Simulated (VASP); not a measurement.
## Sr: single point with PBEsol

Crystal: Sr.

```
CELL_PARAMETERS angstrom
0.00380 3.04235 3.04235
3.04235 0.00380 3.04235
3.04615 3.04615 0.00000
ATOMIC_POSITIONS crystal
Sr 0.00000 0.00000 0.00000
```

This cell differs from its parent crystal: strain +0.0025 x Voigt [0, 0, 0, 0, 0, 1].

* Program: VASP 6.6.1
* Task: single point
* Functional: PBEsol
* Potentials or basis: VASP PAW PBE potentials, release 64 (Sr_sv)
* Cutoff: 520 eV
* k mesh: 10 × 10 × 10
* Occupations: gaussian, width 0.03 eV
* Spin: no spin polarisation
* Dipole correction: no
* Further INCAR settings: ALGO = Fast; EDIFF = 1e-06; NBANDS = 11

```json
{
  "Pressure": "-0.9 GPa",
  "Band gap on the k mesh": "zero (band 5 reaches 1.47 eV, above the bottom of band 6 at 1.42 eV)"
}
```

Levels at points of the mesh, in eV from the Fermi level:
```csv
k point,band 1,band 2,band 3,band 4,band 5,band 6,band 7,band 8,band 9,band 10
"(0.00, 0.00, 0.00)",-36.60,-18.51,-18.51,-18.51,-3.64,2.28,2.29,2.30,3.73,3.73
"(0.50, 0.00, 0.00)",-36.59,-18.69,-18.53,-18.53,-1.14,0.03,2.13,2.15,4.74,4.75
"(0.50, 0.50, 0.00)",-36.58,-18.68,-18.57,-18.57,-0.64,0.34,0.99,4.75,5.04,5.13
"(0.00, 0.00, 0.50)",-36.59,-18.69,-18.53,-18.53,-1.15,0.02,2.13,2.15,4.74,4.75
"(0.50, 0.00, 0.50)",-36.58,-18.68,-18.57,-18.57,-0.64,0.34,0.99,4.75,5.04,5.16
```

Wall time 31 s on 1 thread of Intel(R) Xeon(R) 6975P-C (Granite Rapids) (shared host), peak memory 0.25 GiB.

Caveat: the cell differs from its parent crystal (strain +0.0025 x Voigt [0, 0, 0, 0, 0, 1]); the PAW data sets were made with another functional, which shifts forces and pressure a little.
